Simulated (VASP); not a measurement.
## Zn3CdSi4P8: single point with PBEsol

Crystal: Zn3CdSi4P8.

```
Zn Si P Cd
1.0
     5.40787   -0.00003   -0.00001
    -0.00003    5.40787   -0.00001
    -0.00002   -0.00002   10.45572
Zn Si P Cd
3 4 8 1
Direct
  0.00021 0.00848 0.00262
  0.00037 0.49585 0.25004
  0.50004 0.50032 0.49669
  0.00446 0.00134 0.49635
  0.50152 0.99822 0.25141
  0.50598 0.50563 0.99821
  0.99179 0.50447 0.75091
  0.26300 0.25051 0.12922
  0.22698 0.26054 0.62454
  0.72526 0.75022 0.12191
  0.74399 0.22933 0.37252
  0.24979 0.77219 0.37925
  0.25317 0.72762 0.87666
  0.77007 0.74741 0.62336
  0.75069 0.26831 0.87485
  0.49759 0.00381 0.74834
```

* Program: VASP 6.6.1
* Task: single point
* Functional: PBEsol
* Potentials or basis: VASP PAW PBE potentials, release 64 (Zn, Si, P, Cd)
* Cutoff: 520 eV
* k mesh: 2 × 2 × 2, shifted
* Occupations: fermi-dirac, width 0.05 eV
* Spin: no spin polarisation
* Dipole correction: no
* Further INCAR settings: LREAL = Auto; ALGO = Normal; EDIFF = 1e-06; NBANDS = 66

```yaml
Pressure: 1.5 GPa
Largest_force: 1.337 eV/Å
Band_gap_on_the_k_mesh: 2.31 eV, indirect (least direct gap 2.33 eV)
```

Forces on the atoms (eV/Å):
```
Zn   0.101 -0.313 -0.080
Zn  -0.161  0.369  0.091
Zn  -0.004 -0.037  0.221
Si  -0.519  0.404  0.720
Si  -0.563 -0.121 -0.357
Si  -0.695 -0.882  0.293
Si   0.566 -0.083  0.060
P    0.616  0.189 -0.424
P   -0.743  0.433 -0.835
P    0.763  0.310  0.524
P    0.463  0.259  0.300
P    0.249 -0.543 -0.761
P   -1.194 -0.290  0.488
P    0.520 -0.270 -0.938
P    0.726  0.727  0.856
Cd  -0.124 -0.153 -0.156
```

Stress tensor (GPa, compression positive):
```
 1.81 -0.40  0.36
-0.40  1.91  0.53
 0.36  0.53  0.76
```

Levels at points of the mesh, in eV from the valence-band top:
```
           k point  band 50  band 51  band 52  band 53  band 54  band 55
(0.25, 0.25, 0.25)    -0.48    -0.30    -0.03     2.32     2.37     2.59
```

Run time: 2.1 min on 1 thread of AMD EPYC 7R13 Processor (Zen 3), on a shared host, peak memory 0.35 GiB.

Caveat: the k points lie up to 0.58 Å⁻¹ apart; the PAW data sets were made with another functional, which shifts forces and pressure a little. A k mesh can miss the band edges.
